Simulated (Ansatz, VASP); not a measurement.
# MnS: VASP beside Ansatz

File INCAR:

```
  PREC = Accurate
  ENCUT = 520
  EDIFF = 1E-7
  ISMEAR = -1
  SIGMA = 0.05
  LREAL = F
  LASPH = T
  NELM = 150
  ALGO = Normal
  ISIF = 2
  LWAVE = F
  LCHARG = F
  ISPIN = 2
  MAGMOM = 0.14 0.14 0 0
  LORBIT = 11
  LMAXMIX = 4
  LDAU = T
  LDAUTYPE = 2
  LDAUL = 2 -1
  LDAUU = 3.9 0
  LDAUJ = 0 0
  LDAUPRINT = 1
  GGA = PE
  NBANDS = 31
```

KPOINTS

```
regular mesh
0
Gamma
  7 7 4
```

POSCAR

```
MnS
1.0
    3.9960010800      0.0000000000      0.0000000000
   -1.9980005400      3.4606384500      0.0000000000
    0.0000000000      0.0000000000      6.4460000000
Mn S
2 2
Direct
    0.3333333300      0.6666666700      0.0000000000
    0.6666666700      0.3333333300      0.5000000000
    0.3333333300      0.6666666700      0.3750000000
    0.6666666700      0.3333333300      0.8750000000
```

Input for Ansatz:

```yaml
crystal:
  lattice:
    - [3.99600108, 0.0, 0.0]
    - [-1.99800054, 3.46063845, 0.0]
    - [0.0, 0.0, 6.446]
  atoms:
    - { symbol: Mn, position: [0.33333333, 0.66666667, 0.0], spin: 0.14 }
    - { symbol: Mn, position: [0.66666667, 0.33333333, 0.5], spin: 0.14 }
    - { symbol: S, position: [0.33333333, 0.66666667, 0.375] }
    - { symbol: S, position: [0.66666667, 0.33333333, 0.875] }
magnetization:
  spin_polarized: true
hamiltonian:
  xc: pbe
  pseudopotentials: { kind: paw }
  hubbard: { sites: [{ species: Mn, l: d, u_eff: 3.9 }] }
basis:
  ecutwfc: 420
kpoints:
  mp_grid: { grid: [7, 7, 4] }
scf:
  occupations: { method: fermi_dirac, width: 0.05 }
  lower_state_search: "off"
output:
  forces: true
  stress: true
```

Change from the starting cell: parallel moments scaled by 0.03, plain SCF.

Alike in both runs: task single point; functional PBE; k mesh 7 × 7 × 4; occupations fermi-dirac, width 0.05 eV; collinear spin; Hubbard terms Mn d U = 3.9 eV.

|  | VASP | Ansatz |
| --- | --- | --- |
| version | VASP 6.6.1 | Ansatz 0.2.0 |
| potentials or method | VASP PAW PBE potentials, release 64 (Mn_pv, S), cutoff 520 eV | PAW, plane waves, scalar-relativistic |
| valence electrons in the cell | 38 | 42 |

Ansatz gave:

```
pressure (GPa)                                                : -8.2
traceless stress, the component that is largest in VASP (GPa) : -1.33
rms of the force components (eV/Å)                            : 0.019
net moment per atom (μB)                                      : 0.51
size of the moment on the site where the two differ most (μB) : 1.14
```

Q: Which values does VASP return?

A: Pressure (GPa): -8.1; traceless stress, the component that is largest in VASP (GPa): -1.46; rms of the force components (eV/Å): 0.370; net moment per atom (μB): 0.50; size of the moment on the site where the two differ most (μB): 1.03.

Site moments also hang on the region over which each program counts them. The programs project onto different local orbitals, so the same U acts differently, and such runs can settle in different states. Atom by atom the forces differ by 0.389 eV/Å (rms over components). VASP's potentials hold 38 valence electrons a cell and Ansatz's 42, so a difference there can come from the potentials and not from the codes. Ansatz's warnings: filled band counts differ across k points.
